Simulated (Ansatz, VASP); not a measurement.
## Na4TeC in VASP and in Ansatz

```
Na Te C
1.0
     4.77336    0.00000    0.00000
     0.00000    4.77336    0.00000
     0.00000    0.00000    6.97574
Na Te C
4 1 1
Direct
  0.50000 0.00000 0.21954
  0.00000 0.50000 0.78046
  0.50000 0.00000 0.78046
  0.00000 0.50000 0.21954
  0.50000 0.50000 0.50000
  0.00000 0.00000 0.00000
```

Alike in both runs: functional PBE; k mesh 4 × 4 × 4; occupations gaussian, width 0.1 eV; no spin polarisation.

Ansatz relaxed the structure, and its values are those at the end. VASP's run is a single point on that final structure, the one shown.

|  | VASP | Ansatz |
| --- | --- | --- |
| version | VASP 6.6.1 | Ansatz 0.2.0 |
| potentials or method | VASP PAW PBE potentials, release 64 (Na_pv, Te, C), cutoff 520 eV | scalar-relativistic, plane waves, PAW |
| valence electrons in the cell | 38 | 56 |

```csv
,VASP,Ansatz,Ansatz less VASP
gap on the k mesh at the Fermi level (eV),none,none,-
pressure (GPa),-0.1,-0.1,-0.02
```

A gap of «none» marks a metal or a gap that the smearing closes. VASP's potentials hold 38 valence electrons a cell and Ansatz's 56, so a difference there can come from the potentials and not from the codes.

Spin-orbit coupling is off throughout.
